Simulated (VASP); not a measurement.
# Ge2Sb2Te5 (Cm) in VASP: a series of runs

Aim: see how the results for Ge2Sb2Te5 move with the level of theory and the settings. Levels: BLYP+D4, PBE, revPBE, PBEsol. Tasks: single point.

Program: VASP 6.6.1. These are calculated values, not measurements. Logs are shortened: lines on timing, memory, paths and dates and some standing lists are left out, and cuts for length are marked.

**1. The cell of the first run**

Symmetry: Cm, No. 8, monoclinic system. Conventional cell: a = 13.551 Å, b = 6.135 Å, c = 9.589 Å, α = 90.00°, β = 134.07°, γ = 90.00°. Within 3.8 Å of Te (site symmetry m) lie 2 Ge at 2.89 to 3.40 Å and 3 Sb at 2.96 to 3.07 Å. Within 4.5 Å of Te (site symmetry m) lie 2 Sb at 3.03 to 3.04 Å and 3 Ge at 3.10 to 3.30 Å and 12 Te at 4.15 to 4.46 Å. Within 3.6 Å of Te (site symmetry m) lie 3 Ge at 2.76 to 3.08 Å and 2 Sb at 3.19 to 3.29 Å. Te (site symmetry m) has 2 Ge at 2.77 to 3.21 Å and 2 Sb at 2.88 to 3.22 Å within 3.7 Å. Within 3.8 Å of Te (site symmetry m) lie 2 Ge at 2.89 to 3.32 Å and 3 Sb at 3.08 to 3.21 Å. Within 3.9 Å of Sb (site symmetry m) lie 6 Te at 2.96 to 3.22 Å. Sb (site symmetry m) has 6 Te at 2.88 to 3.29 Å within 3.8 Å. Ge (site symmetry m) has 6 Te at 2.76 to 3.40 Å within 3.6 Å.

**2. Single point, BLYP+D4**

Contents of INCAR:

```
PREC     = Accurate       # precision mode
ENCUT    = 520            # plane-wave cutoff, eV
EDIFF    = 1E-7           # SCF threshold, eV
ISMEAR   = -1             # smearing method
SIGMA    = 0.05           # smearing width, eV
LREAL    = False          # projectors in reciprocal space
LASPH    = True           # aspherical terms in the spheres
NELM     = 60             # most SCF steps
ALGO     = Normal         # electronic algorithm
ISIF     = 2              # what is computed and relaxed
LWAVE    = False          # write WAVECAR
LCHARG   = True           # write CHGCAR
GGA      = B5             # functional
ALDAX    = 1.0          
AGGAX    = 1.0          
AGGAC    = 1.0          
ALDAC    = 0.0          
IVDW     = 13             # dispersion correction
VDW_S6   = 1.0          
VDW_S8   = 2.34076671   
VDW_A1   = 0.44488865   
VDW_A2   = 4.0933009    
LELF     = True           # ELF
LVHAR    = True         
NBANDS   = 44             # bands
```

Contents of KPOINTS:

```
Automatic mesh
0
Gamma
  5 5 4
```

Contents of POSCAR:

```
Ge2Sb2Te5
1.0
    6.8903842499     -3.0674558331     -0.0566480242
    6.8903842499      3.0674558331     -0.0566480242
   -6.9388823168      0.0000000000      6.8321494286
Te Sb Ge
5 2 2
Direct
    0.6046393816      0.6046393816      0.4005420801
    0.8026754451      0.8026754451      0.1870452834
   -0.0014594795     -0.0014594795     -0.0058164178
    0.2119320709      0.2119320709      0.8084353954
    0.4165090868      0.4165090868      0.6018581231
    0.8899347785      0.8899347785      0.5745694208
    0.1111715838      0.1111715838      0.4273231742
    0.2753109829      0.2753109829      0.1965287682
    0.4892861499      0.4892861499      0.0095141726
```

Potentials or basis: VASP PAW PBE potentials, release 64 (Te, Sb, Ge_d).

Launch:

```sh
> cat potpaw_PBE.64/Te/POTCAR potpaw_PBE.64/Sb/POTCAR potpaw_PBE.64/Ge_d/POTCAR > POTCAR
> mpirun -np 1 vasp_std > vasp.out
```

OUTCAR:

```text
PREC = Accurate
   ENCUT = 520
   EDIFF = 1E-7
   ISMEAR = -1
   LREAL = False
   LASPH = True
   NELM = 60
   ISIF = 2
   GGA = B5
   IVDW = 13

 ion  position               nearest neighbor table
   1  0.605  0.605  0.401-   9 2.89   6 2.96   7 3.07   7 3.07
   2  0.803  0.803  0.187-   6 3.03   7 3.04   8 3.10   8 3.10
   3  0.999  0.999  0.994-   8 2.76   9 3.08   9 3.08   6 3.19   7 3.29
   4  0.212  0.212  0.808-   9 2.77   7 2.88   8 3.21   6 3.22
   5  0.417  0.417  0.602-   8 2.89   6 3.08   6 3.08   7 3.21
   6  0.890  0.890  0.575-   1 2.96   2 3.03   5 3.08   5 3.08   3 3.19   4 3.22
   7  0.111  0.111  0.427-   4 2.88   2 3.04   1 3.07   1 3.07   5 3.21   3 3.29
   8  0.275  0.275  0.197-   3 2.76   5 2.89   2 3.10   2 3.10   4 3.21
   9  0.489  0.489  0.010-   4 2.77   1 2.89   3 3.08   3 3.08

  Warning from LATTYP: Got some problem with cell dimensions!
  Tried to take original basis but could not verify dimensions!
  LATTYP: Found a base centered monoclinic cell.
 ALAT       =    13.5513499466
 B/A-ratio  =     0.4527159058
 C/A-ratio  =     0.7076258516
 COS(beta)  =    -0.6955376654

  Lattice vectors:

 A1 = (  -0.0484980669,  -3.0674558331,   6.7755014044)
 A2 = (  -0.0484980669,   3.0674558331,   6.7755014044)
 A3 = (  -6.8418861830,   0.0000000000,  -6.7188533802)

Analysis of symmetry for initial positions (statically):
=====================================================================
 Subroutine PRICEL returns:
 Original cell was already a primitive cell.

 Routine SETGRP: Setting up the symmetry group for a
 base centered monoclinic supercell.

 Subroutine GETGRP returns: Found  2 space group operations
 (whereof  2 operations were pure point group operations)
 out of a pool of  4 trial point group operations.

The static configuration has the point symmetry C_1h.

Analysis of symmetry for dynamics (positions and initial velocities):
=====================================================================
 Subroutine PRICEL returns:
 Original cell was already a primitive cell.

 Routine SETGRP: Setting up the symmetry group for a
 base centered monoclinic supercell.

 Subroutine GETGRP returns: Found  2 space group operations
 (whereof  2 operations were pure point group operations)
 out of a pool of  4 trial point group operations.

The dynamic configuration has the point symmetry C_1h.

 Subroutine INISYM returns: Found  2 space group operations
 (whereof  2 operations are pure point group operations),
[... 116 lines left out ...]
   ISIF   =      2    stress and relaxation
   ISYM   =      2    0-nonsym 1-usesym 2-fastsym
   POTIM  = 0.5000    time-step for ionic-motion
   TEBEG  =    0.0;   TEEND  =   0.0 temperature during run
   PSTRESS=    0.0 pullay stress
   NELECT =      68.0000    total number of electrons
   NUPDOWN=      -1.0000    fix difference up-down
   EMIN   =  10.00;   EMAX   =-10.00  energy-range for DOS
   EFERMI =   0.00;   METHOD = LEGACY
   ISMEAR =    -1;   SIGMA  =   0.05  broadening in eV -4-tet -1-fermi 0-gaus
   EFERMI_NEDOS =   21; number of points for ismear=-14 and -15
   IALGO  =     38    algorithm
   IMIX   =      4    mixing-type and parameters
     AMIX     =   0.40;   BMIX     =  1.00
     AMIX_MAG =   1.60;   BMIX_MAG =  1.00
  volume/ion in A,a.u.               =      31.82       214.74
  Fermi-wavevector in a.u.,A,eV,Ry     =   1.013729  1.915670 13.981983  1.027647
  Thomas-Fermi vector in A             =   2.146915
   LORBIT       =      0    0 simple, 1 ext, 2 COOP (PROOUT), +10 PAW based schemes
   GGA     = B5    functional components
   LHFCALC =     F    Hartree Fock is set to
   AEXX    =    0.0000 exact exchange contribution
   IVDW    =    13    specifies the selected vdW correction
   LEPSILON=     F    determine dielectric tensor
   LRPA    =     F    only Hartree local field effects (RPA)
 non-spin polarized calculation
  energy-cutoff  :      520.00
  volume of cell :      286.40
 maximum number of plane-waves:      7734
   NGX = 29   NGY = 29   NGZ = 37

 number of electron      68.0000003 magnetization

 Free energy of the ion-electron system (eV)
  ---------------------------------------------------
  ext. energy  EPLUGINS =         0.00000000
  ---------------------------------------------------
  free energy    TOTEN  =       -27.59099189 eV

  energy without entropy =      -27.58585562  energy(sigma->0) =      -27.58842375

 E-fermi :   5.8286     XC(G=0):  -8.5503

 val. band max:        5.7236496935   @ k =  -0.2000   0.4000   0.2500
 cond. band min:       5.9674266527   @ k =  -0.4000   0.2000  -0.0000
 fundamental gap:      0.2437769592
 Fermi energy:         5.8285720425

 k-point     1 :       0.0000    0.0000    0.0000
  band No.  band energies     occupation
      1     -18.8879      2.00000
      2     -18.8800      2.00000
      3     -18.8717      2.00000
      4     -18.8664      2.00000
      5     -18.8616      2.00000
      6     -18.8330      2.00000
[... 1117 lines left out ...]
     43       9.9960      0.00000
     44      10.1578      0.00000

 [... further k-points ...]

------------------------ aborting loop because EDIFF is reached ----------------------------------------

  DFT-D4 for vdW energy calculation

  Edisp (eV):   -7.60184

  FORCE on cell =-STRESS in cart. coord.  units (eV):
  Direction    XX          YY          ZZ          XY          YZ          ZX
  --------------------------------------------------------------------------------------
  -------------------------------------------------------------------------------------
  Total       0.37978     0.29924     0.38933     0.00000     0.00000     0.00323
  in kB       2.12458     1.67402     2.17799     0.00000     0.00000     0.01809
  external pressure =        1.99 kB  Pullay stress =        0.00 kB

 VOLUME and BASIS-vectors are now :
 -----------------------------------------------------------------------------
  energy-cutoff  :      520.00
  volume of cell :      286.40
      direct lattice vectors                 reciprocal lattice vectors
     6.890384250 -3.067455833 -0.056648024     0.073175894 -0.163001532  0.074319059
     6.890384250  3.067455833 -0.056648024     0.073175894  0.163001532  0.074319059
    -6.938882317  0.000000000  6.832149429     0.001213460  0.000000000  0.147599239

 POSITION                                       TOTAL-FORCE (eV/Angst)
 -----------------------------------------------------------------------------------
      5.55308      0.00000      2.66806        -0.033425      0.000000     -0.000782
      9.76360      0.00000      1.18698        -0.004594      0.000000     -0.030061
      6.86213      0.00000      6.67928        -0.021685      0.000000     -0.006299
     -2.68905      0.00000      5.49934        -0.034919      0.000000      0.029838
      1.56359      0.00000      4.06480         0.006537      0.000000      0.021178
      8.27712      0.00000      3.82472         0.015322      0.000000      0.022249
     -1.43312      0.00000      2.90694         0.022902      0.000000     -0.031973
      2.43031      0.00000      1.31152         0.023819      0.000000      0.000091
      6.67672      0.00000      0.00957         0.026043      0.000000     -0.004240
 -----------------------------------------------------------------------------------
    total drift:                                0.001701      0.000000     -0.000642

  FREE ENERGIE OF THE ION-ELECTRON SYSTEM (eV)
  ---------------------------------------------------
  free  energy   TOTEN  =       -35.1928338193 eV

  energy  without entropy=      -35.1876975490  energy(sigma->0) =      -35.19026568
```

OSZICAR:

```text
N       E                     dE             d eps       ncg     rms          rms(c)
DAV:   1     0.613979387842E+03    0.61398E+03   -0.27197E+04  3596   0.201E+03
DAV:   2     0.709657361424E+02   -0.54301E+03   -0.52198E+03  3144   0.572E+02
DAV:   3    -0.215548569695E+02   -0.92521E+02   -0.89584E+02  3420   0.152E+02
DAV:   4    -0.277112639740E+02   -0.61564E+01   -0.60745E+01  3500   0.467E+01
DAV:   5    -0.279395762855E+02   -0.22831E+00   -0.22740E+00  4120   0.907E+00    0.941E+00
DAV:   6    -0.275579854091E+02    0.38159E+00   -0.82488E-01  3800   0.390E+00    0.682E+00
DAV:   7    -0.275887447275E+02   -0.30759E-01   -0.36841E-01  3484   0.210E+00    0.209E+00
DAV:   8    -0.275890914170E+02   -0.34669E-03   -0.32297E-02  3364   0.847E-01    0.822E-01
DAV:   9    -0.275908800257E+02   -0.17886E-02   -0.76022E-03  3580   0.380E-01    0.188E-01
DAV:  10    -0.275909008127E+02   -0.20787E-04   -0.61678E-04  3532   0.119E-01    0.760E-02
DAV:  11    -0.275909792316E+02   -0.78419E-04   -0.17052E-04  3816   0.552E-02    0.354E-02
DAV:  12    -0.275909903459E+02   -0.11114E-04   -0.15192E-05  3488   0.183E-02    0.130E-02
DAV:  13    -0.275909917510E+02   -0.14051E-05   -0.39385E-06  3108   0.933E-03    0.684E-03
DAV:  14    -0.275909919511E+02   -0.20014E-06   -0.68103E-07  3180   0.373E-03    0.307E-03
DAV:  15    -0.275909918358E+02    0.11529E-06   -0.16071E-07  2000   0.185E-03    0.607E-04
DAV:  16    -0.275909918881E+02   -0.52300E-07   -0.29234E-08  1792   0.100E-03
   1 F= -.35192834E+02 E0= -.35190266E+02  d E =-.513627E-02
```

stdout:

```text
POSCAR found type information on POSCAR TeSbGe
 POSCAR found :  3 types and       9 ions
 scaLAPACK will be used
 -----------------------------------------------------------------------------
|                                                                             |
|                                                                             |
|     You enforced a specific xc type in the INCAR file but a different       |
|     I HOPE YOU KNOW WHAT YOU ARE DOING!                                     |
|                                                                             |
 -----------------------------------------------------------------------------

 LDA part: xc-table for (Slater(with rela. corr.)+VWN5), standard interpolation
 POSCAR, INCAR and KPOINTS ok, starting setup
 FFT: planning ... GRIDC
 FFT: planning ... GRID_SOFT
 FFT: planning ... GRID
 WAVECAR not read
 entering main loop
```

Run time: 9.3 min. Hardware: 1 thread of Intel Xeon 6975P-C (Granite Rapids), shared host; peak memory 0.7 GiB.

Results:

* Free energy: -35.1928 eV
* Pressure: 0.2 GPa
* Largest force: 0.046 eV/Å
* Band gap on the k mesh: 0.24 eV (least direct gap 0.31 eV)
* Dispersion energy per atom: -0.845 eV

Forces in eV/Å, atoms in the order of the input:
```
Te  -0.033  0.000 -0.001
Te  -0.005  0.000 -0.030
Te  -0.022  0.000 -0.006
Te  -0.035  0.000  0.030
Te   0.007  0.000  0.021
Sb   0.015  0.000  0.022
Sb   0.023  0.000 -0.032
Ge   0.024  0.000  0.000
Ge   0.026  0.000 -0.004
```

Levels at points of the mesh, in eV from the valence-band top:
| k point | band 31 | band 32 | band 33 | band 34 | band 35 | band 36 | band 37 | band 38 |
| --- | --- | --- | --- | --- | --- | --- | --- | --- |
| (0.00, 0.00, 0.00) | -0.88 | -0.62 | -0.48 | -0.41 | 1.09 | 1.42 | 2.22 | 2.33 |
| (0.00, 0.00, 0.50) | -0.84 | -0.75 | -0.51 | -0.51 | 0.94 | 1.57 | 1.65 | 2.54 |

Caveat: the PAW data sets were made with another functional, which shifts forces and pressure a little; spin-orbit coupling is left out, which moves the levels of the heavy elements; an odd mesh through Γ misses points on the zone boundary, where band edges can lie.

(Part 1 of 2 ends here.)
